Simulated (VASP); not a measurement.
Crystal: Fe.

```
Fe
1.0
    -1.44300    1.44300    1.44300
     1.44300   -1.44300    1.44300
     1.44300    1.44300   -1.44300
Fe
1
Direct
  0.00000 0.00000 0.00000
```

| Quantity | Value |
| --- | --- |
| Program | VASP 6.6.1 |
| Task | relaxation of cell and atoms |
| Functional | revPBE |
| Potentials or basis | VASP PAW PBE potentials, release 64 (Fe) |
| Cutoff | 600 eV |
| k mesh | 13 × 13 × 13 |
| Occupations | fermi-dirac, width 0.05 eV |
| Spin | collinear spin, ferromagnetic start |
| Starting moments | [3.0] μB |

At the start: pressure -4.6 GPa; volume 12.02 Å³/atom.

Q: How do energy, volume and symmetry change on relaxing?

A: Over 3 steps the energy falls by 6.8 meV/atom and the volume is 11.58 Å³/atom (-3.6 %); space group Im-3m (No. 229, to 0.05 Å); moment 2.20 μB per cell.

The path:
| step | energy change (eV) | largest force (eV/Å) | pressure (GPa) | volume (Å³) |
| --- | --- | --- | --- | --- |
| 1 | 0.0000 | 0.0000 | -4.65 | 12.02 |
| 2 | -0.0058 | 0.0000 | 2.23 | 11.42 |
| 3 | -0.0068 | 0.0000 | -0.10 | 11.58 |

Final structure:
```
CELL_PARAMETERS angstrom
-1.42524 1.42524 1.42524
1.42524 -1.42524 1.42524
1.42524 1.42524 -1.42524
ATOMIC_POSITIONS crystal
Fe 0.00000 0.00000 0.00000
```

Caveat: the PAW data sets were made with another functional, which shifts forces and pressure a little.
